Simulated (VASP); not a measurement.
Input of a VASP 6.6.1 run:

Contents of INCAR:

```
PREC = Accurate ; ENCUT = 520
EDIFF = 1E-7 ; ISMEAR = -1
SIGMA = 0.05 ; LREAL = False
LASPH = True ; NELM = 100
ALGO = Normal ; ISIF = 2
LWAVE = False ; LCHARG = False
GGA = PS ; NBANDS = 26
```

File KPOINTS:

```
regular mesh
0
Gamma
  11 11 6
```

POSCAR

```
TiTe
1.0
    3.6115020722      0.0000000000      0.0000000000
   -1.8057510361      3.1276525403      0.0000000000
    0.0000000000      0.0000000000      7.2195243390
Ti Te
2 2
Direct
    0.0000000000      0.0000000000      0.0000000000
    0.0000000000      0.0000000000      0.5000000000
    0.3333333333      0.6666666667      0.2500000000
    0.6666666667      0.3333333333      0.7500000000
```

Potentials or basis: VASP PAW PBE potentials, release 64 (Ti_sv, Te).

Launch:

```console
$ cat potpaw_PBE.64/Ti_sv/POTCAR potpaw_PBE.64/Te/POTCAR > POTCAR
$ mpirun -np 1 vasp_std > vasp.out
```

Q: Estimate the band gap on the k mesh.

A: Zero (band 18 reaches 10.11 eV, above the bottom of band 19 at 9.90 eV).

Q: Predict the pressure.

A: 0.1 GPa.

Caveat: the PAW data sets were made with another functional, which shifts forces and pressure a little; spin-orbit coupling is left out, which moves the levels of the heavy elements.
